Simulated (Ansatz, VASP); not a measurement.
## ZnSe in VASP and in Ansatz

File INCAR:

```
PREC = Accurate
ENCUT = 600
EDIFF = 1E-6
ISMEAR = 0
SIGMA = 0.01
LREAL = False
LASPH = True
NELM = 100
ALGO = Normal
ISIF = 3
LWAVE = False
LCHARG = False
IBRION = 2
NSW = 80
EDIFFG = -0.01
```

KPOINTS

```
regular mesh
0
Gamma
  6 6 6
```

The input POSCAR:

```
ZnSe
1.0
    0.0000000000      2.8338000000      2.8338000000
    2.8338000000      0.0000000000      2.8338000000
    2.8338000000      2.8338000000      0.0000000000
Zn Se
1 1
Direct
    0.0000000000      0.0000000000      0.0000000000
    0.2500000000      0.2500000000      0.2500000000
```

Input for Ansatz:

```yaml
crystal:
  lattice:
    - [0.0, 2.8338, 2.8338]
    - [2.8338, 0.0, 2.8338]
    - [2.8338, 2.8338, 0.0]
  atoms:
    - { symbol: Zn, position: [0.0, 0.0, 0.0] }
    - { symbol: Se, position: [0.25, 0.25, 0.25] }
basis:
  ecutwfc: 435.382179935808
kpoints:
  mp_grid:
    grid: [6, 6, 6]
hamiltonian:
  xc: lda
  dispersion: none
scf:
  occupations:
    method: fixed
relax:
  cell: {}
```

Alike in both runs: task relaxation of cell and atoms; functional LDA; k mesh 6 × 6 × 6; no spin polarisation.

```csv
,VASP,Ansatz
version,VASP 6.6.1,Ansatz 0.2.0
potentials or method,"VASP PAW LDA potentials, release 64 (Zn, Se), cutoff 600 eV","plane waves, PAW"
occupations,"gaussian, width 0.01 eV",fixed
valence electrons in the cell,18,28
```

Ansatz gave:

| Property | Result |
| --- | --- |
| relaxed volume (Å³/atom) | 21.58 |
| relaxed cell length with the largest relative difference (Å) | 3.937 |

**Question.** Which values does VASP return?

**Answer.** Relaxed volume (Å³/atom): 21.69; relaxed cell length with the largest relative difference (Å): 3.944.

LDA's correlation is that of Perdew and Zunger in VASP and of Perdew and Wang (1992) in Ansatz. VASP's potentials hold 18 valence electrons a cell and Ansatz's 28, so a difference there can come from the potentials and not from the codes.
